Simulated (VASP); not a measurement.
# Te2Mo in VASP: relaxation of the atoms with PBE+D3(BJ)

Aim: the relaxation of the atoms of Te2Mo with PBE+D3(BJ).

Everything below comes from runs of VASP 6.6.1. Logs are shortened: lines on timing, memory, paths and dates and some standing lists are left out, and cuts for length are marked.

### Step 1. The cell of the first run

The cell holds a slab with vacuum, 3 atoms: a = 3.364 Å, b = 3.364 Å, c = 33.270 Å, α = 90.00°, β = 90.00°, γ = 120.00°.

### Step 2. Relaxation of the atoms, PBE+D3(BJ) (biaxial strain -0.040)

Contents of INCAR:

```
SYSTEM = Te2Mo
ALGO = Normal
DIPOL = 0.5 0.5 0.500
EDIFF = 1E-6
EDIFFG = -0.01
ENCUT = 520
GGA = PE
IBRION = 2
IDIPOL = 3
ISIF = 2
ISMEAR = 0
IVDW = 12
LASPH = .TRUE.
LCHARG = .FALSE.
LDIPOL = .TRUE.
LREAL = .FALSE.
LWAVE = .FALSE.
NELM = 60
NSW = 60
PREC = Accurate
SIGMA = 0.02
```

Contents of KPOINTS:

```
k-points
0
G
  12 12 1
  0 0 0
```

Contents of POSCAR:

```
Te2Mo
1.0
    3.3637365059      0.0000000000      0.0000000000
   -1.6818682530      2.9130812657      0.0000000000
    0.0000000000      0.0000000000     33.2702079551
Te Mo
2 1
Direct
    0.3333333333      0.6666666667      0.4453878238
    0.3333333333      0.6666666667      0.5546121762
    0.6666666667      0.3333333333      0.5000000000
```

Potentials or basis: VASP PAW PBE potentials, release 64 (Te, Mo_sv).

Started as:

```console
$ cat potpaw_PBE.64/Te/POTCAR potpaw_PBE.64/Mo_sv/POTCAR > POTCAR
$ mpirun -np 1 vasp_std > vasp.out
```

OUTCAR:

```text
SYSTEM = Te2Mo
   EDIFF = 1E-6
   EDIFFG = -0.01
   ENCUT = 520
   GGA = PE
   IBRION = 2
   ISIF = 2
   ISMEAR = 0
   IVDW = 12
   LASPH = .TRUE.
   LREAL = .FALSE.
   NELM = 60
   NSW = 60
   PREC = Accurate
 IVDW          = 12

 ion  position               nearest neighbor table
   1  0.333  0.667  0.445-   3 2.66   3 2.66   3 2.66   2 3.63
   2  0.333  0.667  0.555-   3 2.66   3 2.66   3 2.66   1 3.63
   3  0.667  0.333  0.500-   1 2.66   2 2.66   1 2.66   2 2.66   1 2.66   2 2.66

  LATTYP: Found a hexagonal cell.
 ALAT       =     3.3637365059
 C/A-ratio  =     9.8908484350

  Lattice vectors:

 A1 = (   3.3637365059,   0.0000000000,   0.0000000000)
 A2 = (  -1.6818682530,   2.9130812657,   0.0000000000)
 A3 = (   0.0000000000,   0.0000000000,  33.2702079551)

Analysis of symmetry for initial positions (statically):
=====================================================================
 Subroutine PRICEL returns:
 Original cell was already a primitive cell.

 Routine SETGRP: Setting up the symmetry group for a
 hexagonal supercell.

 Subroutine GETGRP returns: Found 12 space group operations
 (whereof 12 operations were pure point group operations)
 out of a pool of 24 trial point group operations.

The static configuration has the point symmetry D_3h.

Analysis of symmetry for dynamics (positions and initial velocities):
=====================================================================
 Subroutine PRICEL returns:
 Original cell was already a primitive cell.

 Routine SETGRP: Setting up the symmetry group for a
 hexagonal supercell.

 Subroutine GETGRP returns: Found 12 space group operations
 (whereof 12 operations were pure point group operations)
 out of a pool of 24 trial point group operations.

The dynamic configuration has the point symmetry D_3h.

 Subroutine INISYM returns: Found 12 space group operations
 (whereof 12 operations are pure point group operations),
 and found     1 'primitive' translations

----------------------------------------------------------------------------------------

                                     Primitive cell

  volume of cell :     326.0094

  direct lattice vectors                    reciprocal lattice vectors
     3.363736506  0.000000000  0.000000000     0.297288446  0.171639565  0.000000000
    -1.681868253  2.913081266  0.000000000     0.000000000  0.343279129  0.000000000
[... 81 lines left out ...]
   EDIFF  = 0.1E-05   stopping-criterion for ELM
   LREAL  =      F    real-space projection
   EDIFFG = -.1E-01   stopping-criterion for IOM
   NSW    =     60    number of steps for IOM
   IBRION =      2    ionic relax: 0-MD 1-quasi-New 2-CG
   NFREE  =      1    steps in history (QN), initial steepest desc. (CG)
   ISIF   =      2    stress and relaxation
   ISYM   =      2    0-nonsym 1-usesym 2-fastsym
   POTIM  = 0.5000    time-step for ionic-motion
   TEBEG  =    0.0;   TEEND  =   0.0 temperature during run
   PSTRESS=    0.0 pullay stress
   NELECT =      26.0000    total number of electrons
   NUPDOWN=      -1.0000    fix difference up-down
   EMIN   =  10.00;   EMAX   =-10.00  energy-range for DOS
   EFERMI =   0.00;   METHOD = LEGACY
   ISMEAR =     0;   SIGMA  =   0.02  broadening in eV -4-tet -1-fermi 0-gaus
   EFERMI_NEDOS =   21; number of points for ismear=-14 and -15
   IALGO  =     38    algorithm
   IMIX   =      4    mixing-type and parameters
     AMIX     =   0.40;   BMIX     =  1.00
     AMIX_MAG =   1.60;   BMIX_MAG =  1.00
  volume/ion in A,a.u.               =     108.67       733.34
  Fermi-wavevector in a.u.,A,eV,Ry     =   0.704676  1.331644  6.756214  0.496568
  Thomas-Fermi vector in A             =   1.789981
   LORBIT       =      0    0 simple, 1 ext, 2 COOP (PROOUT), +10 PAW based schemes
   GGA     = PE    functional components
   LHFCALC =     F    Hartree Fock is set to
   AEXX    =    0.0000 exact exchange contribution
   IVDW    =    12    specifies the selected vdW correction
   LEPSILON=     F    determine dielectric tensor
   LRPA    =     F    only Hartree local field effects (RPA)
 conjugate gradient relaxation of ions
 non-spin polarized calculation
 Gauss-broadening in eV      SIGMA  =   0.02
  energy-cutoff  :      520.00
  volume of cell :      326.01
 maximum number of plane-waves:      8816
 NGX is ok and might be reduce to    28
   NGX = 13   NGY = 13   NGZ =123

--------------------------------------- Ionic step        1  -------------------------------------------

 number of electron      26.0000001 magnetization

 Free energy of the ion-electron system (eV)
  ---------------------------------------------------
  ext. energy  EPLUGINS =         0.00000000
  ---------------------------------------------------
  free energy    TOTEN  =       -17.73317338 eV

  energy without entropy =      -17.73317338  energy(sigma->0) =      -17.73317338

------------------------ aborting loop because EDIFF is reached ----------------------------------------

 Edisp (eV)   -1.30528

 E8    (eV) :    -0.6345
[... 73 lines left out ...]
--------------------------------------- Ionic step        3  -------------------------------------------

 number of electron      26.0000002 magnetization

 dipolmoment           0.000000      0.000000      0.000000 electrons x Angstroem

 Free energy of the ion-electron system (eV)
  ---------------------------------------------------
  ext. energy  EPLUGINS =         0.00000000
  ---------------------------------------------------
  free energy    TOTEN  =       -17.79786313 eV

  energy without entropy =      -17.79786313  energy(sigma->0) =      -17.79786313

 E-fermi :  -1.5023     XC(G=0):  -2.7063

 val. band max:       -1.5917772174   @ k =   0.5000   0.0000   0.0000
 cond. band min:      -0.6627851696   @ k =   0.1667   0.1667   0.0000
 fundamental gap:      0.9289920478
 Fermi energy:        -1.5023018648

 k-point     1 :       0.0000    0.0000    0.0000
  band No.  band energies     occupation
      1     -62.3181      2.00000
      2     -36.5806      2.00000
      3     -36.3007      2.00000
      4     -36.3007      2.00000
      5     -14.9386      2.00000
      6     -14.1011      2.00000
[... 359 lines left out ...]
      6     -11.8989      2.00000
[... 9 lines left out ...]
     16       1.0758      0.00000
     17       2.7603      0.00000

------------------------ aborting loop because EDIFF is reached ----------------------------------------

 vacuum level on the upper side and lower side of the slab       (xc-potential included)        -0.205        -0.205

 Edisp (eV)   -1.28775

 E8    (eV) :    -0.6252

  FORCE on cell =-STRESS in cart. coord.  units (eV):
  Direction    XX          YY          ZZ          XY          YZ          ZX
  --------------------------------------------------------------------------------------
  -------------------------------------------------------------------------------------
  Total       3.12608     3.12608    -0.02896    -0.00000     0.00000     0.00000
  in kB      15.36316    15.36316    -0.14230    -0.00000     0.00000     0.00000
  external pressure =       10.19 kB  Pullay stress =        0.00 kB
[... 18 lines left out ...]
  FREE ENERGIE OF THE ION-ELECTRON SYSTEM (eV)
  ---------------------------------------------------
  free  energy   TOTEN  =       -19.0856147169 eV

  energy  without entropy=      -19.0856147169  energy(sigma->0) =      -19.08561472

 reached required accuracy - stopping structural energy minimisation

 vacuum level on the upper side and lower side of the slab         2.732         2.732
```

CONTCAR:

```text
Te2Mo
   1.00000000000000
     3.3637365059000000    0.0000000000000000    0.0000000000000000
    -1.6818682530000000    2.9130812656999998    0.0000000000000000
     0.0000000000000000    0.0000000000000000   33.2702079550999983
  Te              Mo
     2     1
Direct
     0.3333333332999970    0.6666666667000030    0.4436681296884208
     0.3333333332999970    0.6666666667000030    0.5563318703115792
     0.6666666667000030    0.3333333332999970    0.5000000000000000

  0.00000000E+00  0.00000000E+00  0.00000000E+00
  0.00000000E+00  0.00000000E+00  0.00000000E+00
  0.00000000E+00  0.00000000E+00  0.00000000E+00
```

Run time: 8 min. Hardware: 1 thread of Oxide Virtual Turin-like, shared host; peak memory 0.49 GiB.

Results:

| Item | Value |
| --- | --- |
| Free energy | -19.0856 eV |
| Energy gained by relaxing | 15.7 meV/atom |
| Ionic steps | 3 |
| Largest force after relaxing | 0.003 eV/Å |
| Band gap on the k mesh | 0.93 eV (least direct gap 1.38 eV) |
| Dispersion energy per atom | -0.429 eV |

Forces on the atoms (eV/Å):
```
Te   0.000  0.000  0.003
Te   0.000  0.000 -0.003
Mo   0.000  0.000  0.000
```

Step by step:
```tsv
step	energy change (eV)	largest force (eV/Å)	pressure (GPa)
1	0.0000	0.8525	1.93
2	-0.0437	0.2235	1.27
3	-0.0472	0.0033	1.02
```

Final structure:
```
Te Mo
1.0
     3.36374    0.00000    0.00000
    -1.68187    2.91308    0.00000
     0.00000    0.00000   33.27021
Te Mo
2 1
Direct
  0.33333 0.66667 0.44367
  0.33333 0.66667 0.55633
  0.66667 0.33333 0.50000
```

Caveat: the cell differs from its parent crystal (biaxial strain -0.040); spin-orbit coupling is left out, which moves the levels of the heavy elements.
